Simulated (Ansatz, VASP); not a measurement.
# Al: VASP beside Ansatz

The input INCAR:

```
  ALGO = Normal
  EDIFF = 1E-6
  ENCUT = 500
  GGA = PE
  GGA_COMPAT = False
  ISIF = 2
  ISMEAR = 0
  IVDW = 12
  LASPH = True
  LCHARG = False
  LREAL = False
  LWAVE = False
  NBANDS = 8
  NELM = 120
  PREC = Accurate
  SIGMA = 0.1
```

Contents of KPOINTS:

```
k-points
0
Gamma
  8 8 8
```

The input POSCAR:

```
Al
1.0
    0.0000000000      2.0100000000      2.0100000000
    2.0100000000      0.0000000000      2.0100000000
    2.0100000000      2.0100000000      0.0000000000
Al
1
Direct
    0.0000000000      0.0000000000      0.0000000000
```

Input for Ansatz:

```yaml
crystal:
  lattice:
    - [0.0, 2.01, 2.01]
    - [2.01, 0.0, 2.01]
    - [2.01, 2.01, 0.0]
  atoms:
    - { symbol: Al, position: [0.0, 0.0, 0.0] }
basis:
  ecutwfc: 420
kpoints:
  mp_grid: { grid: [8, 8, 8] }
hamiltonian:
  xc: pbe
  dispersion: d3bj
  pseudopotentials: { kind: paw, azcp: { folder: soft_1 } }
scf:
  occupations: { method: gaussian, width: 0.1 }
output:
  forces: true
  stress: true
  eigenvalues: true
```

Alike in both runs: task single point; functional PBE; dispersion D3(BJ); k mesh 8 × 8 × 8; occupations gaussian, width 0.1 eV; no spin polarisation.

|  | VASP | Ansatz |
| --- | --- | --- |
| version | VASP 6.6.1 | Ansatz 0.2.0 |
| potentials or method | VASP PAW PBE potentials, release 64 (Al), cutoff 500 eV | scalar-relativistic, plane waves, PAW |
| valence electrons in the cell | 3 | 3 |

|  | VASP | Ansatz | Ansatz less VASP |
| --- | --- | --- | --- |
| gap on the k mesh at the Fermi level (eV) | none | none | - |
| pressure (GPa) | -2.1 | -2.1 | +0.01 |

A gap of «none» marks a metal or a gap that the smearing closes.
